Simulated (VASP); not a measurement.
# B18N19 (a cell with a defect) in VASP: further runs, part 2 of 2

VASP 6.6.1. Earlier steps stand in the parts before.

## Step 3: Single point, PBEsol, collinear spin

The input, INCAR:

```
PREC = Accurate ; ENCUT = 520
EDIFF = 1E-7 ; ISMEAR = -1
SIGMA = 0.02 ; LREAL = Auto
LASPH = T ; NELM = 150
ALGO = Normal ; ISIF = 2
LWAVE = F ; LCHARG = F
ISPIN = 2 ; MAGMOM = 0 0 0 0 0 0 0 0 0 0 0 0 0 0 0 0 0 0 0.08 0.13 0 0 0.08 0 0.08 0 0 0 0 0 0 0 0 0 0 0 1.28
LORBIT = 11 ; GGA = PS
NBANDS = 102
```

The input, KPOINTS:

```
regular mesh
0
Gamma
  2 2 2
```

The input, POSCAR:

```
B18N19
1.0
    7.4947200000      0.0000000000      0.0000000000
   -3.7473600000      6.4906180000      0.0000000000
    0.0000000000      0.0000000000      6.6357000000
B N
18 19
Direct
    0.0917230955      0.2110122642      0.2339165423
    0.2372099394      0.0953530157      0.7662642977
    0.1161484475      0.5493467648      0.2146872221
    0.2328457865      0.4378319599      0.7972632880
    0.1082398080      0.8711805255      0.2893892129
    0.2290782139      0.7754731522      0.8172461082
    0.4510394762      0.2285914839      0.3079253131
    0.5759218026      0.1163679637      0.7787271878
    0.4412317952      0.5566342065      0.2526033425
    0.5645920955      0.4654102275      0.7592416776
    0.4454986663      0.8861405801      0.2836324728
    0.5773215050      0.7981520404      0.7334267673
    0.7857428504      0.2328899960      0.2383169824
    0.8959291055      0.1121156722      0.7673342677
    0.7979370000      0.5642143784      0.2664376027
    0.9042505090      0.4621131609      0.7729553777
    0.7667917798      0.8854472717      0.2638757026
    0.8869764794      0.7774914500      0.7820727278
    0.1281889155      0.2114128424      0.7867745679
    0.2327352198      0.1126086915      0.2556324126
    0.1247387341      0.5511031461      0.8175625782
    0.2200351785      0.4349200646      0.2091866721
    0.1129966833      0.8758642089      0.7914161279
    0.2177875097      0.7596965343      0.2654580527
    0.4758297595      0.2355553816      0.7749295477
    0.5757583026      0.1183092273      0.2989737330
    0.4504126100      0.5690983509      0.7817562578
    0.5663635158      0.4499263398      0.2954021430
    0.4576070875      0.8900231072      0.7807013578
    0.5466296056      0.7703118563      0.2905043929
    0.7957608775      0.2320580259      0.7632955076
    0.8786797651      0.1141493768      0.2248142622
    0.7739084192      0.5701152032      0.7783805778
    0.8978219398      0.4470144445      0.2431845924
    0.7967401278      0.8898382250      0.7145741971
    0.8853153947      0.7832690200      0.2620070226
    0.1846053450      0.0124795513      0.4917491749
```

Potentials or basis: VASP PAW PBE potentials, release 64 (B, N).

The run is started by

```sh
$ cat potpaw_PBE.64/B/POTCAR potpaw_PBE.64/N/POTCAR > POTCAR
$ mpirun -np 1 vasp_std > vasp.out
```

OUTCAR:

```text
PREC = Accurate
   ENCUT = 520
   EDIFF = 1E-7
   ISMEAR = -1
   LREAL = Auto
   LASPH = T
   NELM = 150
   ISIF = 2
   ISPIN = 2
   LORBIT = 11
   GGA = PS

 ion  position               nearest neighbor table
   1  0.092  0.211  0.234-  32 1.39  22 1.47  20 1.57
   2  0.237  0.095  0.766-  23 1.44  19 1.47  25 1.56  37 1.90
   3  0.116  0.549  0.215-  24 1.41  22 1.42  34 1.43
   4  0.233  0.438  0.797-  27 1.43  21 1.44  19 1.47
   5  0.108  0.871  0.289-  24 1.44  36 1.47  20 1.58  37 1.63
   6  0.229  0.775  0.817-  23 1.42  21 1.46  29 1.50
   7  0.451  0.229  0.308-  28 1.44  20 1.46  26 1.53
   8  0.576  0.116  0.779-  25 1.43  31 1.43  29 1.47
[... 1741 lines left out ...]
     -1.18810      3.56560      1.42460        -0.395980      0.169937      1.170310
      0.10440      2.84180      5.29040        -0.037543     -0.314507     -0.041994
     -2.45340      5.65450      1.92030        -0.757349      2.445387      1.491489
     -1.18910      5.03330      5.42300         1.937696     -0.462027     -1.356981
[... 29 lines left out ...]
      3.70000      5.08390      1.73860         1.082951     -0.761788     -0.483812
      1.33680      0.08100      3.26310         0.038595      0.076527     -1.935214
 -----------------------------------------------------------------------------------
    total drift:                                0.001398      0.005924      0.003497

  FREE ENERGIE OF THE ION-ELECTRON SYSTEM (eV)
  ---------------------------------------------------
  free  energy   TOTEN  =      -327.0426474269 eV

  energy  without entropy=     -327.0426471057  energy(sigma->0) =     -327.04264727

 total charge

# of ion       s       p       d       tot
------------------------------------------
    1        0.731   1.361   0.000   2.092
    2        0.707   1.342   0.000   2.049
    3        0.764   1.502   0.000   2.266
    4        0.739   1.416   0.000   2.154
    5        0.702   1.414   0.000   2.116
    6        0.731   1.393   0.000   2.124
[... 29 lines left out ...]
   36        1.219   2.796   0.000   4.014
   37        1.347   2.180   0.000   3.527
--------------------------------------------------
tot         36.622  77.376   0.000 113.999

 magnetization (x)

# of ion       s       p       d       tot
------------------------------------------
    1        0.003   0.009   0.000   0.012
    2       -0.001  -0.004   0.000  -0.004
    3        0.001   0.004   0.000   0.004
    4        0.000   0.003   0.000   0.003
    5       -0.002  -0.009   0.000  -0.011
    6        0.000   0.000   0.000   0.001
[... 29 lines left out ...]
   36        0.001   0.012   0.000   0.013
   37        0.015   0.538   0.000   0.553
--------------------------------------------------
tot          0.025   0.684   0.000   0.709
```

Wall time 28 min (1 thread of Oxide Virtual Turin-like, shared host); peak memory 0.67 GiB.

What came out:

```yaml
Free_energy: -327.0426 eV
Pressure: 2.4 GPa
Largest_force: 6.238 eV/Å
Band_gap_on_the_k_mesh: 0.52 eV
Net_moment: 1.00 μB per cell
Site_moments: B +0.01, -0.00, +0.00, -0.01 (each value once); N +0.03, +0.01, +0.00, -0.00, +0.02, +0.55 (each value once) μB
Valence_electrons_inside_the_program's_atomic_spheres: B 2.09, 2.05, 2.27, 2.15, 2.12, 2.07, 2.19, 2.24, 2.10, 2.14, 2.34, 1.98, 2.11 (each value once); N 3.94, 3.85, 3.99, 4.00, 4.02, 3.93, 3.92, 3.98, 4.06, 4.08, 4.01, 3.53 (each value once)
```

Forces on the atoms (eV/Å):
```
B    3.534  1.970 -0.891
B    0.143  2.888 -1.112
B   -0.396  0.170  1.170
B   -0.038 -0.315 -0.042
B   -0.757  2.445  1.491
B    1.938 -0.462 -1.357
B    2.537  0.446 -1.660
B   -1.236  0.657 -0.735
B    1.889 -2.610  1.085
B   -0.717 -4.054  1.187
B   -1.096  1.022  0.033
B   -0.973 -3.637  2.063
B   -1.998 -1.006  1.525
B    3.249  0.533 -1.087
B   -3.635 -0.930  0.532
B   -0.512 -1.705  1.416
B    0.826  0.742 -0.058
B    2.594  2.431 -1.001
N   -2.468  1.202  0.205
N   -2.216 -0.672  1.144
N   -2.644  0.680 -0.818
N    1.054 -0.360  0.777
N    0.128 -0.196  2.066
N    1.399  2.426 -0.647
N   -3.080 -1.290  0.071
N   -4.058 -1.509 -0.274
N    1.646  0.319 -1.654
N   -1.027  0.214 -0.804
N   -1.097  1.957  0.122
N    0.780  1.018 -1.073
N    0.338  0.411  0.163
N    2.459 -3.425  0.362
N    5.678 -2.580 -0.117
N   -0.279  1.029 -0.730
N   -3.086  2.877  1.068
N    1.083 -0.762 -0.484
N    0.039  0.077 -1.935
```

Stress tensor (GPa, compression positive):
```
 3.08 -1.14 -0.42
-1.14  3.89  0.24
-0.42  0.24  0.20
```

Caveat: the k points lie up to 0.48 Å⁻¹ apart; the PAW data sets were made with another functional, which shifts forces and pressure a little.

## Step 4: Single point, PBEsol, collinear spin

The input, INCAR:

```
ALGO = Normal ; EDIFF = 1E-7
ENCUT = 520 ; GGA = PS
ISIF = 2 ; ISMEAR = -1
ISPIN = 2 ; LASPH = True
LCHARG = False ; LORBIT = 11
LREAL = Auto ; LWAVE = False
MAGMOM = 0 0 0 0 0 0 0 0 0 0 0 0 0 0 0 0 0 0 0 0 0 0 0 0 0 0 0 0 0 0 0 0 0 0 0 0 1 ; NBANDS = 102
NELM = 150 ; PREC = Accurate
SIGMA = 0.002
```

The input, KPOINTS:

```
k-points
0
Gamma
  2 2 2
```

The input, POSCAR:

```
B18N19
1.0
    7.4947200000      0.0000000000      0.0000000000
   -3.7473600000      6.4906180000      0.0000000000
    0.0000000000      0.0000000000      6.6357000000
B N
18 19
Direct
    0.1354003048      0.2576179957      0.2527239025
    0.2176685266      0.1176467326      0.7029100170
    0.1072786173      0.5618417229      0.2068658921
    0.2253268002      0.4424077954      0.7695043477
    0.1325161925      0.8678834589      0.3257531233
    0.2194657215      0.7669223485      0.8082191781
    0.4749487955      0.2484971385      0.2713956327
    0.5381832843      0.0882042357      0.7792395678
    0.4559290230      0.5724724518      0.2444806124
    0.5418846483      0.4427313393      0.7905269979
    0.4490820035      0.8883437602      0.2115225221
    0.5736102211      0.7899555944      0.7923806079
    0.7819226493      0.2049419639      0.2359057824
    0.9047781013      0.1334695710      0.8266799283
    0.8098640851      0.5717637365      0.2658498727
    0.8896728787      0.4227640573      0.7809575478
    0.8090419735      0.8894376468      0.2428982624
    0.8869294358      0.7515925294      0.8314119083
    0.1127526961      0.2246781431      0.7507874075
    0.2448850850      0.1439000108      0.2633181126
    0.1220451123      0.5443549443      0.7880404479
    0.2363426131      0.4766880442      0.2352577724
    0.1216429104      0.8915021651      0.7780339678
    0.2233830132      0.7784928954      0.2144008921
    0.4395301757      0.2378355959      0.7330952273
    0.5604977376      0.1056139801      0.2374278524
    0.4367703944      0.5419206615      0.8235152282
    0.5655310429      0.4552262974      0.2818692828
    0.4403062391      0.8638006427      0.7777325678
    0.5756780764      0.7850716218      0.2318971623
    0.7601282580      0.2019684412      0.8158898082
    0.9147990791      0.1142572248      0.2617056226
    0.7638464763      0.5229856387      0.8075259581
    0.8939553727      0.4393880521      0.2469520925
    0.7831722844      0.8972335146      0.8352848984
    0.9093619889      0.7719603896      0.2747863827
    0.1825153004      0.0364526151      0.4580827946
```

The run is started by

```sh
$ cat potpaw_PBE.64/B/POTCAR potpaw_PBE.64/N/POTCAR > POTCAR
$ mpirun -np 1 vasp_std > vasp.out
```

It took 40 min on 1 thread of Oxide Virtual Turin-like, shared host; peak memory 0.67 GiB.

Results (log left out):

| Item | Value |
| --- | --- |
| Free energy | -324.0422 eV |
| Pressure | 5.1 GPa |
| Largest force | 8.143 eV/Å |
| Band gap on the k mesh | 0.41 eV |
| Net moment | 1.00 μB per cell |
| Site moments | B +0.00, -0.01, -0.00, +0.03, +0.01 (each value once); N +0.00, +0.07, +0.01, +0.09, +0.02, +0.04, +0.43 (each value once) μB |
| Valence electrons inside the program's atomic spheres | B 2.18, 2.13, 2.29, 2.39, 2.22, 2.17, 1.95, 2.21, 2.37, 2.11, 2.19, 2.06, 2.05, 1.84 (each value once); N 4.06, 3.90, 4.04, 4.05, 3.87, 4.07, 3.94, 3.98, 4.02, 4.01, 3.97, 4.00, 4.11, 3.76 (each value once) |

Forces on the atoms (eV/Å):
```
B   -0.615 -0.861 -0.209
B    1.207 -3.081 -0.110
B    1.347 -0.480  1.309
B    2.947 -1.344  0.933
B   -3.034  0.824 -1.651
B   -0.217  0.811 -2.388
B    0.238 -3.590 -1.331
B   -0.861  2.626 -0.687
B    1.503 -1.083  0.397
B    3.958 -1.291 -0.226
B    1.256 -0.576  1.162
B    0.500 -4.522  2.157
B    0.217  2.348  1.155
B    0.899 -5.051 -2.233
B   -3.679 -7.264 -0.058
B   -2.151  0.948  1.532
B   -2.168  0.239  0.933
B   -0.397  3.388 -2.304
N   -2.924  0.556  1.169
N    0.553  0.316  1.589
N   -6.752  0.809  0.342
N    1.158 -3.227 -0.359
N   -1.446 -3.649  2.244
N    2.597  1.222 -0.061
N    3.371 -5.421  0.294
N   -0.462  1.984  0.418
N   -0.565  5.153 -1.293
N    1.673  3.381 -0.688
N   -2.927  4.180 -0.032
N    0.022  2.081 -0.451
N    0.779  2.266 -0.922
N   -1.607  0.471 -1.155
N    1.243  4.311  0.224
N    0.084 -1.123 -0.517
N    3.461 -1.192 -0.116
N   -0.353  4.920  0.331
N    1.147  0.921  0.599
```

Stress tensor (GPa, compression positive):
```
 4.37 -3.00 -0.97
-3.00 10.40  1.84
-0.97  1.84  0.47
```

Levels at points of the mesh, in eV from the valence-band top:
Spin up:
```tsv
k point	band 72	band 73	band 74	band 75	band 76	band 77	band 78	band 79
(0.00, 0.00, 0.00)	-0.67	-0.20	-0.15	-0.06	3.72	3.98	4.12	4.30
(0.50, 0.00, 0.00)	-0.71	-0.66	-0.42	-0.21	3.75	3.77	4.05	4.30
(0.00, 0.50, 0.00)	-0.56	-0.52	-0.38	-0.29	3.54	3.73	4.09	4.24
(0.50, 0.50, 0.00)	-0.76	-0.52	-0.40	-0.29	3.58	3.96	4.22	4.23
(0.00, 0.00, 0.50)	-0.61	-0.32	-0.10	-0.03	3.70	4.01	4.19	4.36
(0.50, 0.00, 0.50)	-1.02	-0.66	-0.24	-0.12	3.60	3.84	3.96	4.39
(0.00, 0.50, 0.50)	-0.80	-0.65	-0.43	-0.10	3.50	3.96	4.00	4.13
(0.50, 0.50, 0.50)	-0.82	-0.62	-0.51	-0.21	3.67	3.91	4.11	4.30
```
Spin down:
```
           k point  band 71  band 72  band 73  band 74  band 75  band 76  band 77  band 78
(0.00, 0.00, 0.00)    -0.66    -0.41    -0.14    -0.04     0.53     3.74     4.00     4.14
(0.50, 0.00, 0.00)    -0.74    -0.64    -0.51    -0.26     0.53     3.76     3.82     4.08
(0.00, 0.50, 0.00)    -0.68    -0.52    -0.48    -0.30     0.57     3.56     3.75     4.12
(0.50, 0.50, 0.00)    -0.70    -0.58    -0.50    -0.27     0.41     3.63     3.99     4.24
(0.00, 0.00, 0.50)    -0.59    -0.43    -0.08     0.00     0.52     3.72     4.03     4.24
(0.50, 0.00, 0.50)    -0.98    -0.84    -0.40    -0.14     0.58     3.66     3.86     3.97
(0.00, 0.50, 0.50)    -0.79    -0.77    -0.41    -0.34     0.65     3.56     3.97     4.04
(0.50, 0.50, 0.50)    -0.81    -0.62    -0.48    -0.27     0.42     3.70     3.96     4.12
```

Caveat: the k points lie up to 0.48 Å⁻¹ apart; the atoms stand as in a frame of molecular dynamics; the PAW data sets were made with another functional, which shifts forces and pressure a little.

## Step 5: Summary

```tsv
cell	smearing	gap on the mesh (eV)	pressure (GPa)	moment (μB)	largest force (eV/Å)
as given, atomic positions A	fermi-dirac 0.02 eV	none	2.9	2.00	6.47
as given, atomic positions B	fermi-dirac 0.02 eV	0.52	2.4	1.00	6.24
as given, atomic positions C	fermi-dirac 0.002 eV	0.41	5.1	1.00	8.14
```

Alike in all rows: task single point; level PBEsol; potentials or basis VASP PAW PBE potentials, release 64 (B, N); spin collinear; k mesh 2 × 2 × 2; cutoff (eV) 520.

Caveats: all runs use coarse meshes; the PAW data sets were made with another functional, which shifts forces and pressure a little; the atoms stand as in a frame of molecular dynamics (at least some runs).

Total energies depend on the potentials used, so only differences within one code and one set of settings carry meaning.
